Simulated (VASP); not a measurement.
# Ge (Fd-3m) in VASP: density of states with LDA

Aim: the density of states of Ge with LDA.

Everything below comes from runs of VASP 6.6.1. Logs are shortened: lines on timing, memory, paths and dates and some standing lists are left out, and cuts for length are marked.

### Step 1. The cell of the first run

The structure is cubic, space group Fd-3m (No. 227). The conventional cell has a = 5.622 Å, b = 5.622 Å, c = 5.622 Å, α = 90.00°, β = 90.00°, γ = 90.00°. Within 3.2 Å of Ge (site symmetry -43m) lie 4 Ge at 2.43 Å.

### Step 2. Density of states, LDA

POSCAR

```
Ge
1.0
    0.0000000000      2.8107737099      2.8107737099
    2.8107737099      0.0000000000      2.8107737099
    2.8107737099      2.8107737099      0.0000000000
Ge
2
Direct
    0.0000000000      0.0000000000      0.0000000000
    0.2500000000      0.2500000000      0.2500000000
```

INCAR.step1

```
  PREC = Accurate
  ENCUT = 410
  EDIFF = 1E-6
  ISMEAR = 0
  SIGMA = 0.1
  LREAL = False
  LASPH = True
  NELM = 120
  ALGO = Normal
  ISIF = 2
  LWAVE = False
  LCHARG = True
  NBANDS = 21
  GGA_COMPAT = False
  NEDOS = 2001
  LORBIT = 11
```

KPOINTS.step1

```
regular mesh
0
Gamma
  14 14 14
```

INCAR.step2

```
  PREC = Accurate
  ENCUT = 410
  EDIFF = 1E-6
  ISMEAR = -5
  SIGMA = 0.1
  LREAL = False
  LASPH = True
  NELM = 120
  ALGO = Normal
  ISIF = 2
  LWAVE = False
  LCHARG = False
  LORBIT = 10
  NEDOS = 2001
  ICHARG = 11
  GGA_COMPAT = False
```

KPOINTS.step2

```
regular mesh
0
Gamma
  21 21 21
```

Potentials or basis: VASP PAW LDA potentials, release 64 (Ge_d).

Started as:

```sh
> cat potpaw_LDA.64/Ge_d/POTCAR > POTCAR
> cp INCAR.step1 INCAR
> cp KPOINTS.step1 KPOINTS
> mpirun -np 1 vasp_std > vasp.out
> cp INCAR.step2 INCAR
> cp KPOINTS.step2 KPOINTS
> mpirun -np 1 vasp_std > vasp.out
```

OUTCAR:

```text
PREC = Accurate
   ENCUT = 410
   EDIFF = 1E-6
   ISMEAR = -5
   LREAL = False
   LASPH = True
   NELM = 120
   ISIF = 2
   LORBIT = 10
   ICHARG = 11

 ion  position               nearest neighbor table
   1  0.000  0.000  0.000-   2 2.43   2 2.43   2 2.43   2 2.43
   2  0.250  0.250  0.250-   1 2.43   1 2.43   1 2.43   1 2.43

  LATTYP: Found a face centered cubic cell.
 ALAT       =     5.6215474198

  Lattice vectors:

 A1 = (   0.0000000000,   2.8107737099,   2.8107737099)
 A2 = (   2.8107737099,   0.0000000000,   2.8107737099)
 A3 = (   2.8107737099,   2.8107737099,   0.0000000000)

Analysis of symmetry for initial positions (statically):
=====================================================================
 Subroutine PRICEL returns:
 Original cell was already a primitive cell.

 Routine SETGRP: Setting up the symmetry group for a
 face centered cubic supercell.

 Subroutine GETGRP returns: Found 48 space group operations
 (whereof 24 operations were pure point group operations)
 out of a pool of 48 trial point group operations.

The static configuration has the point symmetry T_d .
 The point group associated with its full space group is O_h .

Analysis of symmetry for dynamics (positions and initial velocities):
=====================================================================
 Subroutine PRICEL returns:
 Original cell was already a primitive cell.

 Routine SETGRP: Setting up the symmetry group for a
 face centered cubic supercell.

 Subroutine GETGRP returns: Found 48 space group operations
 (whereof 24 operations were pure point group operations)
 out of a pool of 48 trial point group operations.

The dynamic configuration has the point symmetry T_d .
 The point group associated with its full space group is O_h .

 Subroutine INISYM returns: Found 48 space group operations
 (whereof 24 operations are pure point group operations),
 and found     1 'primitive' translations

----------------------------------------------------------------------------------------

                                     Primitive cell

  volume of cell :      44.4127

  direct lattice vectors                    reciprocal lattice vectors
     0.000000000  2.810773710  2.810773710    -0.177886963  0.177886963  0.177886963
     2.810773710  0.000000000  2.810773710     0.177886963 -0.177886963  0.177886963
     2.810773710  2.810773710  0.000000000     0.177886963  0.177886963 -0.177886963

  length of vectors
     3.975034301  3.975034301  3.975034301     0.308109259  0.308109259  0.308109259

  position of ions in fractional coordinates (direct lattice)
     0.000000000  0.000000000  0.000000000
     0.250000000  0.250000000  0.250000000

  ion indices of the primitive-cell ions
   primitive index   ion index
                 1           1
                 2           2

----------------------------------------------------------------------------------------

 KPOINTS: regular mesh

Automatic generation of k-mesh.
 Grid dimensions read from file:
 generate k-points for:   21   21   21

 Generating k-lattice:

  Cartesian coordinates                     Fractional coordinates (reciprocal lattice)
    -0.008470808  0.008470808  0.008470808     0.047619048  0.000000000  0.000000000
     0.008470808 -0.008470808  0.008470808     0.000000000  0.047619048  0.000000000
     0.008470808  0.008470808 -0.008470808     0.000000000  0.000000000  0.047619048

  Length of vectors
     0.014671869  0.014671869  0.014671869

  Shift w.r.t. Gamma in fractional coordinates (k-lattice)
     0.000000000  0.000000000  0.000000000

 TETIRR: Found   1276 inequivalent tetrahedra from    55566

 Subroutine IBZKPT returns following result:
 ===========================================

 Found    286 irreducible k-points:

 Following reciprocal coordinates:
            Coordinates               Weight
  0.000000  0.000000  0.000000      1.000000
  0.047619  0.000000  0.000000      8.000000
  0.095238  0.000000  0.000000      8.000000
  0.142857  0.000000  0.000000      8.000000
  0.190476  0.000000  0.000000      8.000000
  0.238095  0.000000  0.000000      8.000000
[... 16 lines left out ...]
 -0.428571  0.047619  0.000000     24.000000
 -0.380952  0.047619  0.000000     24.000000
 [... further k-points ...]
   k-points           NKPTS =    286   k-points in BZ     NKDIM =    286   number of bands    NBANDS=     18
   number of dos      NEDOS =   2001   number of ions     NIONS =      2
   total plane-waves  NPLWV =  21952
   dimension x,y,z NGX =    28 NGY =   28 NGZ =   28
   dimension x,y,z NGXF=    56 NGYF=   56 NGZF=   56
   ions per type =               2
   NGX,Y,Z   is equivalent  to a cutoff of  11.71, 11.71, 11.71 a.u.
   NGXF,Y,Z  is equivalent  to a cutoff of  23.42, 23.42, 23.42 a.u.
 SYSTEM =  unknown system
   PREC   = accura    normal or accurate (medium, high low for compatibility)
   ISTART =      0    job   : 0-new  1-cont  2-samecut
   ICHARG =     11    charge: 1-file 2-atom 10-const
   ISPIN  =      1    spin polarized calculation?
   LNONCOLLINEAR =      F non collinear calculations
   LSORBIT =      F    spin-orbit coupling
   LASPH  =      T    aspherical Exc in radial PAW
   ENCUT  =  410.0 eV  30.13 Ry    5.49 a.u.   6.56  6.56  6.56*2*pi/ulx,y,z
   NELM   =    120;   NELMIN=  2; NELMDL=  0     # of ELM steps
   EDIFF  = 0.1E-05   stopping-criterion for ELM
   LREAL  =      F    real-space projection
   EDIFFG = 0.1E-04   stopping-criterion for IOM
   NSW    =      0    number of steps for IOM
   IBRION =     -1    ionic relax: 0-MD 1-quasi-New 2-CG
   NFREE  =      0    steps in history (QN), initial steepest desc. (CG)
   ISIF   =      2    stress and relaxation
   ISYM   =      2    0-nonsym 1-usesym 2-fastsym
   POTIM  = 0.5000    time-step for ionic-motion
   TEBEG  =    0.0;   TEEND  =   0.0 temperature during run
   PSTRESS=    0.0 pullay stress
   NELECT =      28.0000    total number of electrons
   NUPDOWN=      -1.0000    fix difference up-down
   EMIN   =  10.00;   EMAX   =-10.00  energy-range for DOS
   EFERMI =   0.00;   METHOD = LEGACY
   ISMEAR =    -5;   SIGMA  =   0.10  broadening in eV -4-tet -1-fermi 0-gaus
   EFERMI_NEDOS =   21; number of points for ismear=-14 and -15
   IALGO  =     38    algorithm
   IMIX   =      4    mixing-type and parameters
     AMIX     =   0.40;   BMIX     =  1.00
     AMIX_MAG =   1.60;   BMIX_MAG =  1.00
  volume/ion in A,a.u.               =      22.21       149.86
  Fermi-wavevector in a.u.,A,eV,Ry     =   1.403756  2.652714 26.810701  1.970531
  Thomas-Fermi vector in A             =   2.526386
   LORBIT       =     10    0 simple, 1 ext, 2 COOP (PROOUT), +10 PAW based schemes
   GGA     = CA    functional components
   LHFCALC =     F    Hartree Fock is set to
   AEXX    =    0.0000 exact exchange contribution
   IVDW    =     0    specifies the selected vdW correction
   LEPSILON=     F    determine dielectric tensor
   LRPA    =     F    only Hartree local field effects (RPA)
 non-spin polarized calculation
 Fermi weights with tetrahedron method with Bloechl corrections
  energy-cutoff  :      410.00
  volume of cell :       44.41
 maximum number of plane-waves:       871

 number of electron      28.0000006 magnetization

 Free energy of the ion-electron system (eV)
  ---------------------------------------------------
  ext. energy  EPLUGINS =         0.00000000
  ---------------------------------------------------
  free energy    TOTEN  =       -10.39410950 eV

  energy without entropy =      -10.39410950  energy(sigma->0) =      -10.39410950

 E-fermi :   4.9126     XC(G=0): -10.3798

 val. band max:        4.9099439549   @ k =   0.0000   0.0000   0.0000
 cond. band min:       4.9448659981   @ k =   0.0000   0.0000   0.0000
 fundamental gap:      0.0349220432
 Fermi energy:         4.9126048769

 k-point     1 :       0.0000    0.0000    0.0000
  band No.  band energies     occupation
      1     -20.0514      2.00000
      2     -20.0514      2.00000
      3     -20.0514      2.00000
      4     -20.0129      2.00000
      5     -20.0129      2.00000
      6     -19.7930      2.00000
[... 10 lines left out ...]
     17       7.4498      0.00000
     18       7.4498      0.00000

 k-point     2 :       0.0476    0.0000    0.0000
  band No.  band energies     occupation
      1     -20.0531      2.00000
      2     -20.0531      2.00000
      3     -20.0510      2.00000
      4     -20.0107      2.00000
      5     -20.0107      2.00000
      6     -19.7955      2.00000
[... 10 lines left out ...]
     17       7.5296      0.00000
     18       7.5631      0.00000

 k-point     3 :       0.0952    0.0000    0.0000
  band No.  band energies     occupation
      1     -20.0570      2.00000
      2     -20.0570      2.00000
      3     -20.0501      2.00000
      4     -20.0051      2.00000
      5     -20.0051      2.00000
      6     -19.8008      2.00000
[... 10 lines left out ...]
     17       7.7391      0.00000
     18       7.9826      0.00000

 k-point     4 :       0.1429    0.0000    0.0000
  band No.  band energies     occupation
      1     -20.0617      2.00000
      2     -20.0617      2.00000
      3     -20.0480      2.00000
      4     -19.9980      2.00000
      5     -19.9980      2.00000
      6     -19.8067      2.00000
[... 375 lines left out ...]
      4     -19.9677      2.00000
      5     -19.9667      2.00000
      6     -19.8289      2.00000
[... 10 lines left out ...]
     17       8.7344      0.00000
     18      12.0378      0.00000

 k-point    23 :      -0.4286    0.0476    0.0000
  band No.  band energies     occupation
      1     -20.0786      2.00000
      2     -20.0780      2.00000
      3     -20.0306      2.00000
      4     -19.9695      2.00000
      5     -19.9660      2.00000
      6     -19.8304      2.00000
[... 10 lines left out ...]
     17       8.6957      0.00000
     18      12.0642      0.00000

 k-point    24 :      -0.3810    0.0476    0.0000
  band No.  band energies     occupation
      1     -20.0778      2.00000
      2     -20.0773      2.00000
      3     -20.0322      2.00000
      4     -19.9719      2.00000
      5     -19.9664      2.00000
      6     -19.8312      2.00000
[... 10 lines left out ...]
     17       8.7141      0.00000
     18      12.0838      0.00000

 [... further k-points ...]
[... 5 lines left out ...]
  --------------------------------------------------------------------------------------
  -------------------------------------------------------------------------------------
  Total       -0.0762819     -0.0762819     -0.0762819      0.0000000      0.0000000     -0.0000000
  in kB       -2.7518471     -2.7518471     -2.7518471      0.0000000      0.0000000     -0.0000000
  external PRESSURE =      -2.7518471 kB  Pullay stress =       0.0000000 kB

 VOLUME and BASIS-vectors are now :
 -----------------------------------------------------------------------------
  energy-cutoff  :      410.00
  volume of cell :       44.41
      direct lattice vectors                 reciprocal lattice vectors
     0.000000000  2.810773710  2.810773710    -0.177886963  0.177886963  0.177886963
     2.810773710  0.000000000  2.810773710     0.177886963 -0.177886963  0.177886963
     2.810773710  2.810773710  0.000000000     0.177886963  0.177886963 -0.177886963

 POSITION                                       TOTAL-FORCE (eV/Angst)
 -----------------------------------------------------------------------------------
      0.00000      0.00000      0.00000         0.000000      0.000000      0.000000
      1.40539      1.40539      1.40539        -0.000000     -0.000000     -0.000000
 -----------------------------------------------------------------------------------
    total drift:                                0.000000      0.000000      0.000000

  FREE ENERGIE OF THE ION-ELECTRON SYSTEM (eV)
  ---------------------------------------------------
  free  energy   TOTEN  =       -10.3941095039 eV

  energy  without entropy=      -10.3941095039  energy(sigma->0) =      -10.39410950

 total charge

# of ion       s       p       d       tot
------------------------------------------
    1        1.139   1.284  10.026  12.449
    2        1.139   1.284  10.026  12.449
--------------------------------------------------
tot          2.279   2.568  20.051  24.898
```

Run time: 2.3 min. Hardware: 1 thread of Intel Xeon 6975P-C, shared host; peak memory 0.24 GiB.

Results:

```yaml
Valence_electrons_inside_the_program's_atomic_spheres: Ge 12.45
```

Levels at points of the mesh, in eV from the valence-band top:
| k point | band 12 | band 13 | band 14 | band 15 | band 16 | band 17 |
| --- | --- | --- | --- | --- | --- | --- |
| (0.00, 0.00, 0.00) | 0.00 | 0.00 | 0.00 | 0.03 | 2.54 | 2.54 |
